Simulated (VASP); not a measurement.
A run of VASP 6.6.1 is set up as follows.

File INCAR:

```
SYSTEM = Cs
ALGO = Normal ; EDIFF = 1E-6
ENCUT = 520 ; GGA = PE
GGA_COMPAT = .FALSE. ; ISIF = 2
ISMEAR = -1 ; LASPH = .TRUE.
LCHARG = .FALSE. ; LORBIT = 11
LORBMOM = .TRUE. ; LREAL = .FALSE.
LSORBIT = .TRUE. ; LWAVE = .FALSE.
MAGMOM = 0 0 0 ; NBANDS = 20
NELM = 150 ; PREC = Accurate
SIGMA = 0.03
```

Contents of KPOINTS:

```
k-points
0
G
  9 9 9
  0 0 0
```

POSCAR

```
Cs
1.0
   -3.1284650614      3.1284650614      3.1284650614
    3.1284650614     -3.1284650614      3.1284650614
    3.1284650614      3.1284650614     -3.1284650614
Cs
1
Direct
    0.0000000000      0.0000000000      0.0000000000
```

Potentials or basis: VASP PAW PBE potentials, release 64 (Cs_sv).

Run with:

```sh
$ cat potpaw_PBE.64/Cs_sv/POTCAR > POTCAR
$ mpirun -np 1 vasp_ncl > vasp.out
```

Task: What does it give for the pressure?

Result: -0.1 GPa.

Task: Estimate the net moment.

Result: 0.00 μB per cell.

Moments on the atoms (μB; x, y, z):
```
Cs  0.00 0.00 0.00
```
